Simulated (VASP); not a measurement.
Input of a VASP 6.6.1 run:

The input POSCAR:

```
HgTe
1.0
    0.0000000000      3.2357886999      3.2357886999
    3.2357886999      0.0000000000      3.2357886999
    3.2357886999      3.2357886999      0.0000000000
Hg Te
1 1
Direct
    0.0000000000      0.0000000000      0.0000000000
    0.7500000000      0.7500000000      0.7500000000
```

INCAR.step1

```
SYSTEM = HgTe
  PREC = Accurate
  ENCUT = 520
  ISMEAR = -1
  SIGMA = 0.05
  LREAL = .FALSE.
  LASPH = .TRUE.
  NELM = 100
  NBANDS = 16
  GGA = PE
  ALGO = Normal
  EDIFF = 1E-4
  LWAVE = .TRUE.
  LCHARG = .FALSE.
```

Contents of INCAR.step2:

```
SYSTEM = HgTe
  PREC = Accurate
  ENCUT = 520
  EDIFF = 1E-6
  ISMEAR = -1
  SIGMA = 0.05
  LREAL = .FALSE.
  LASPH = .TRUE.
  NELM = 100
  ALGO = Normal
  ISIF = 2
  LWAVE = .FALSE.
  LCHARG = .TRUE.
  METAGGA = R2SCAN
  LMIXTAU = .TRUE.
  LELF = .TRUE.
  LVHAR = .TRUE.
  NBANDS = 16
  ISTART = 1
```

The input KPOINTS:

```
Automatic mesh
0
G
  6 6 6
  0 0 0
```

Potentials or basis: VASP PAW PBE potentials, release 64 (Hg, Te).

The run is started by

```console
$ cat potpaw_PBE.64/Hg/POTCAR potpaw_PBE.64/Te/POTCAR > POTCAR
$ cp INCAR.step1 INCAR
$ mpirun -np 1 vasp_std > vasp.out
$ cp INCAR.step2 INCAR
$ mpirun -np 1 vasp_std > vasp.out
```

Question: What does it give for the band gap on the k mesh?

Answer: Zero (filled and empty bands touch).

Question: Predict the pressure.

Answer: 2.2 GPa.

Caveat: the PAW data sets were made with another functional, which shifts forces and pressure a little; spin-orbit coupling is left out, which moves the levels of the heavy elements.
